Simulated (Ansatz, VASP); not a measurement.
# Zr: VASP beside Ansatz

```xyz
2
Lattice="3.1835 0.0000 0.0000 -1.5918 2.7570 0.0000 0.0000 0.0000 4.9926" Properties=species:S:1:pos:R:3 pbc="T T T"
Zr    0.0000    1.8380    1.2481
Zr    1.5918    0.9190    3.7444
```

Change from the starting cell: strain -0.015 along x and y, -0.030 along z, atoms carried along.

Alike in both runs: task single point; functional PBEsol; k mesh 18 × 18 × 10; occupations gaussian, width 0.15 eV; no spin polarisation.

|  | VASP | Ansatz |
| --- | --- | --- |
| version | VASP 6.6.1 | Ansatz 0.2.0 |
| potentials or method | VASP PAW PBE potentials, release 64 (Zr_sv), cutoff 520 eV | scalar-relativistic, plane waves, PAW |
| valence electrons in the cell | 24 | 24 |

```csv
,VASP,Ansatz,Ansatz less VASP
gap on the k mesh at the Fermi level (eV),none,none,-
pressure (GPa),2.8,2.8,-0.06
"traceless stress, the component that is largest in VASP (GPa)",1.71,1.71,-0.004
```

VASP's potentials were made for PBE, not for PBEsol. A gap of «none» marks a metal or a gap that the smearing closes. With one functional, cell and mesh, what is left measures potentials, basis and numerics.
